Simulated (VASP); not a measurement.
AlNi:

```
CELL_PARAMETERS angstrom
2.88100 0.00000 0.00000
0.00000 2.88100 0.00000
0.00000 0.00000 2.88100
ATOMIC_POSITIONS crystal
Al 0.00000 0.00000 0.00000
Ni 0.50000 0.50000 0.50000
```

Program: VASP 6.6.1. Alike in all runs: task single point; spin collinear, ferromagnetic start; cell as given; k mesh 10 × 10 × 10; cutoff (eV) 520; smearing fermi-dirac 0.1 eV.

**Question.** Order these runs on this cell by their pressure, lowest first.
A. level PBEsol; potentials or basis VASP PAW PBE potentials, release 64 (Al, Ni)
B. level LDA; potentials or basis VASP PAW LDA potentials, release 64 (Al, Ni)
C. level RPBE; potentials or basis VASP PAW PBE potentials, release 64 (Al, Ni)

**Answer.** B (-8.2 GPa), A (-3.1 GPa), C (5.8 GPa).

Caveats: the PAW data sets were made with another functional, which shifts forces and pressure a little (some runs).
